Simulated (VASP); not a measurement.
# S (P6/mmm) in VASP: notebook, part 3 of 3

VASP 6.6.1. The steps go on from the part before.

## Step 5: Single point, PBE

This run uses another cell than the first one, of 23.12 Å³/atom.

Input file INCAR:

```
PREC     = Accurate       # precision mode
ENCUT    = 520            # plane-wave cutoff, eV
EDIFF    = 1E-6           # SCF threshold, eV
ISMEAR   = -1             # smearing method
SIGMA    = 0.08           # smearing width, eV
LREAL    = False          # projectors in reciprocal space
LASPH    = True           # aspherical terms in the spheres
NELM     = 100            # most SCF steps
ALGO     = Normal         # electronic algorithm
ISIF     = 2              # what is computed and relaxed
LWAVE    = False          # write WAVECAR
LCHARG   = True           # write CHGCAR
GGA      = PE             # functional
LELF     = True           # ELF
LVHAR    = True         
NBANDS   = 16             # bands
```

Input file KPOINTS:

```
regular mesh
0
Gamma
  8 8 11
```

Input file POSCAR:

```
S
1.0
    6.1390929352      0.0000000000      0.0000000000
   -3.0695464676      5.3166104381      0.0000000000
    0.0000000000      0.0000000000      2.1249914052
S
3
Direct
    0.0000000000      0.0000000000      0.0000000000
    0.3333333333      0.6666666667      0.5000000000
    0.6666666667      0.3333333333      0.5000000000
```

Potentials or basis: VASP PAW PBE potentials, release 64 (S).

Started as:

```bash
cat potpaw_PBE.64/S/POTCAR > POTCAR
mpirun -np 1 vasp_std > vasp.out
```

OUTCAR:

```text
PREC = Accurate
   ENCUT = 520
   EDIFF = 1E-6
   ISMEAR = -1
   LREAL = False
   LASPH = True
   NELM = 100
   ISIF = 2
   GGA = PE

 ion  position               nearest neighbor table
   1  0.000  0.000  0.000-
   2  0.333  0.667  0.500-
   3  0.667  0.333  0.500-

  LATTYP: Found a hexagonal cell.
 ALAT       =     6.1390929352
 C/A-ratio  =     0.3461409410

  Lattice vectors:

 A1 = (   6.1390929352,   0.0000000000,   0.0000000000)
 A2 = (  -3.0695464676,   5.3166104381,   0.0000000000)
 A3 = (   0.0000000000,   0.0000000000,   2.1249914052)

Analysis of symmetry for initial positions (statically):
=====================================================================
 Subroutine PRICEL returns:
 Original cell was already a primitive cell.

 Routine SETGRP: Setting up the symmetry group for a
 hexagonal supercell.

 Subroutine GETGRP returns: Found 24 space group operations
 (whereof 24 operations were pure point group operations)
 out of a pool of 24 trial point group operations.

The static configuration has the point symmetry D_6h.

Analysis of symmetry for dynamics (positions and initial velocities):
=====================================================================
 Subroutine PRICEL returns:
 Original cell was already a primitive cell.

 Routine SETGRP: Setting up the symmetry group for a
 hexagonal supercell.

 Subroutine GETGRP returns: Found 24 space group operations
 (whereof 24 operations were pure point group operations)
 out of a pool of 24 trial point group operations.

The dynamic configuration has the point symmetry D_6h.

 Subroutine INISYM returns: Found 24 space group operations
 (whereof 24 operations are pure point group operations),
 and found     1 'primitive' translations

----------------------------------------------------------------------------------------

[... 107 lines left out ...]
   EMIN   =  10.00;   EMAX   =-10.00  energy-range for DOS
   EFERMI =   0.00;   METHOD = LEGACY
   ISMEAR =    -1;   SIGMA  =   0.08  broadening in eV -4-tet -1-fermi 0-gaus
   EFERMI_NEDOS =   21; number of points for ismear=-14 and -15
   IALGO  =     38    algorithm
   IMIX   =      4    mixing-type and parameters
     AMIX     =   0.40;   BMIX     =  1.00
     AMIX_MAG =   1.60;   BMIX_MAG =  1.00
  volume/ion in A,a.u.               =      23.12       156.02
  Fermi-wavevector in a.u.,A,eV,Ry     =   1.044240  1.973327 14.836294  1.090437
  Thomas-Fermi vector in A             =   2.178984
   LORBIT       =      0    0 simple, 1 ext, 2 COOP (PROOUT), +10 PAW based schemes
   GGA     = PE    functional components
[... 5 lines left out ...]
 non-spin polarized calculation
  energy-cutoff  :      520.00
  volume of cell :       69.36
 maximum number of plane-waves:      1892
 NGX is ok and might be reduce to    48
   NGX = 23   NGY = 23   NGZ =  7

 number of electron      18.0000004 magnetization

 Free energy of the ion-electron system (eV)
  ---------------------------------------------------
  ext. energy  EPLUGINS =         0.00000000
  ---------------------------------------------------
  free energy    TOTEN  =       -10.01733663 eV

  energy without entropy =       -9.94340319  energy(sigma->0) =       -9.98036991

 E-fermi :   3.0090     XC(G=0):  -8.9523

 val. band max:        3.0087827142   @ k =   0.5000   0.0000   0.4545
 cond. band min:       3.0237034802   @ k =   0.1250   0.0000   0.2727
 fundamental gap:      0.0149207660
 Fermi energy:         3.0089722248

 k-point     1 :       0.0000    0.0000    0.0000
  band No.  band energies     occupation
      1     -12.7861      2.00000
      2     -12.1208      2.00000
      3     -12.1064      2.00000
      4      -1.5164      2.00000
      5      -1.5164      2.00000
      6      -1.4997      2.00000
[... 433 lines left out ...]
      3     -11.1811      2.00000
      4      -1.2797      2.00000
      5      -0.6579      2.00000
      6       0.3038      2.00000
[... 8 lines left out ...]
     15      11.4943      0.00000
     16      11.7629      0.00000

 [... further k-points ...]

------------------------ aborting loop because EDIFF is reached ----------------------------------------

  FORCE on cell =-STRESS in cart. coord.  units (eV):
  Direction    XX          YY          ZZ          XY          YZ          ZX
  --------------------------------------------------------------------------------------
  -------------------------------------------------------------------------------------
  Total        0.9512017      0.9512017      0.7099686      0.0000000     -0.0000000      0.0000000
  in kB       21.9728793     21.9728793     16.4003648      0.0000000     -0.0000000      0.0000000
  external PRESSURE =      20.1153745 kB  Pullay stress =       0.0000000 kB

 VOLUME and BASIS-vectors are now :
 -----------------------------------------------------------------------------
  energy-cutoff  :      520.00
  volume of cell :       69.36
      direct lattice vectors                 reciprocal lattice vectors
     6.139092935  0.000000000  0.000000000     0.162890513  0.094044882  0.000000000
    -3.069546468  5.316610438  0.000000000     0.000000000  0.188089764  0.000000000
     0.000000000  0.000000000  2.124991405     0.000000000  0.000000000  0.470590139

 POSITION                                       TOTAL-FORCE (eV/Angst)
 -----------------------------------------------------------------------------------
      0.00000      0.00000      0.00000         0.000000      0.000000      0.000000
     -0.00000      3.54441      1.06250        -0.000000      0.000000      0.000000
      3.06955      1.77220      1.06250        -0.000000      0.000000      0.000000
 -----------------------------------------------------------------------------------
    total drift:                               -0.000000      0.000000     -0.000000

  FREE ENERGIE OF THE ION-ELECTRON SYSTEM (eV)
  ---------------------------------------------------
  free  energy   TOTEN  =       -10.0173366294 eV

  energy  without entropy=       -9.9434031946  energy(sigma->0) =       -9.98036991
```

Wall time 76 s (1 thread of Intel Xeon 8259CL, shared host); peak memory 0.2 GiB.

What came out:

| Item | Value |
| --- | --- |
| Free energy | -10.0173 eV |
| Pressure | 2.0 GPa |
| Band gap on the k mesh | zero (bands 9 and 10 overlap by 1.90 eV) |

## Step 6: The runs side by side

| task | cell | cutoff (eV) | gap on the mesh (eV) | pressure (GPa) |
| --- | --- | --- | --- | --- |
| relaxation of cell and atoms | relaxed to 2.3 GPa from a = 4.420, b = 4.420, c = 2.741 Å, angles 90.0, 90.0, 120.0°, 3 atoms | 600 | none | 2.3 |
| relaxation of cell and atoms | relaxed to 2.3 GPa from a = 6.138, b = 6.138, c = 2.125 Å, angles 90.0, 90.0, 120.0°, 3 atoms | 600 | none | 2.3 |
| single point | a = 6.138, b = 6.138, c = 2.125 Å, angles 90.0, 90.0, 120.0°, 3 atoms | 520 | none | 2.0 |
| single point | a = 6.139, b = 6.139, c = 2.125 Å, angles 90.0, 90.0, 120.0°, 3 atoms | 520 | none | 2.0 |

Alike in all rows: level PBE; potentials or basis VASP PAW PBE potentials, release 64 (S); no spin polarisation; k mesh 8 × 8 × 11; smearing fermi-dirac 0.08 eV.

Caveats: the cell is relaxed towards a set pressure, so the run minimises the enthalpy, not the energy (at least some runs); the volume moved by over 15 % at a fixed basis, so the end points are rough (at least some runs).

Absolute energies hang on the potentials; compare differences alone.
